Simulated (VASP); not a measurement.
Write the native input for VASP 6.6.1 that does the following.

```yaml
Task: single point
Functional: HSE06
Potentials_or_basis: VASP PAW PBE potentials, release 64 (Ru_pv)
Cutoff: 520 eV
k_mesh: 6 × 6 × 3
Occupations: fermi-dirac, width 0.05 eV
Spin: no spin polarisation
Dipole_correction: no
Grid_for_exact_exchange_PRECFOCK: Normal
Further_INCAR_settings: ALGO = Normal; EDIFF = 1e-06; NBANDS = 21
Screening_parameter: 0.2079 1/Å
```

Crystal: Ru.

```
CELL_PARAMETERS angstrom
2.74141 0.00000 0.00000
-1.37070 2.37413 0.00000
0.00000 0.00000 4.33825
ATOMIC_POSITIONS crystal
Ru 0.66667 0.33333 0.75000
Ru 0.33333 0.66667 0.25000
```

The input as run:

POSCAR

```
Ru
1.0
    2.7414067149      0.0000000000      0.0000000000
   -1.3707033574      2.3741278572      0.0000000000
    0.0000000000      0.0000000000      4.3382472512
Ru
2
Direct
    0.6666666667      0.3333333333      0.7500000000
    0.3333333333      0.6666666667      0.2500000000
```

INCAR.step1

```
PREC = Accurate
ENCUT = 520
EDIFF = 1E-5
ISMEAR = -1
SIGMA = 0.05
LREAL = F
LASPH = T
NELM = 60
ALGO = Normal
ISIF = 2
LWAVE = T
LCHARG = F
GGA = PE
NBANDS = 21
```

INCAR.step2

```
PREC = Accurate
ENCUT = 520
EDIFF = 1E-6
ISMEAR = -1
SIGMA = 0.05
LREAL = F
LASPH = T
NELM = 60
ALGO = Normal
ISIF = 2
LWAVE = F
LCHARG = F
GGA = PE
LHFCALC = T
HFSCREEN = 0.2079
PRECFOCK = Normal
ISTART = 1
NBANDS = 21
```

KPOINTS

```
regular mesh
0
Gamma
  6 6 3
```

Potentials or basis: VASP PAW PBE potentials, release 64 (Ru_pv).

Launch:

```bash
$ cat potpaw_PBE.64/Ru_pv/POTCAR > POTCAR
$ cp INCAR.step1 INCAR
$ mpirun -np 1 vasp_std > vasp.out
$ cp INCAR.step2 INCAR
$ mpirun -np 1 vasp_std > vasp.out
```

Results of the run:

The pressure is -19.7 GPa and the band gap on the k mesh is zero (band 14 reaches 13.65 eV, above the bottom of band 15 at 10.05 eV).

Caveat: the k points lie up to 0.48 Å⁻¹ apart; the PAW data sets were made with another functional, which shifts forces and pressure a little.

Wall time 21 min on 1 thread of AMD EPYC 9R14 (Zen 4) (shared host), peak memory 0.22 GiB.
